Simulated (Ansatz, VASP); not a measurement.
# One calculation of BiSe4, two programs

```
Bi Se
1.0
     0.00000    5.22474    5.22474
     5.22474    0.00000    5.22474
     5.22474    5.22474    0.00000
Bi Se
2 8
Cartesian
  5.2247 5.2247 5.2247
  7.8371 7.8371 7.8371
  3.6314 3.6314 3.6314
  6.8181 6.8181 3.6314
  6.8181 3.6314 6.8181
  3.6314 6.8181 6.8181
  6.2438 6.2438 9.4305
  9.4305 9.4305 9.4305
  6.2438 9.4305 6.2438
  9.4305 6.2438 6.2438
```

Alike in both runs: functional PBE; k mesh 6 × 6 × 6; occupations gaussian, width 0.1 eV; no spin polarisation.

Ansatz relaxed the structure, and its values are those at the end. VASP's run is a single point on that final structure, the one shown.

|  | VASP | Ansatz |
| --- | --- | --- |
| version | VASP 6.6.1 | Ansatz 0.2.0 |
| potentials or method | VASP PAW PBE potentials, release 64 (Bi_d, Se), cutoff 520 eV | scalar-relativistic, plane waves, PAW |
| valence electrons in the cell | 78 | 158 |

```csv
,VASP,Ansatz,Ansatz less VASP
gap on the k mesh at the Fermi level (eV),none,none,-
pressure (GPa),0.0,0.0,+0.01
rms of the force components (eV/Å),0.010,0.006,-0.0035
```

A gap of «none» marks a metal or a gap that the smearing closes. The functional is the same, so the differences come from potentials, cutoffs and numerics. VASP's potentials hold 78 valence electrons a cell and Ansatz's 158, so a difference there can come from the potentials and not from the codes.

Spin-orbit coupling is off throughout.
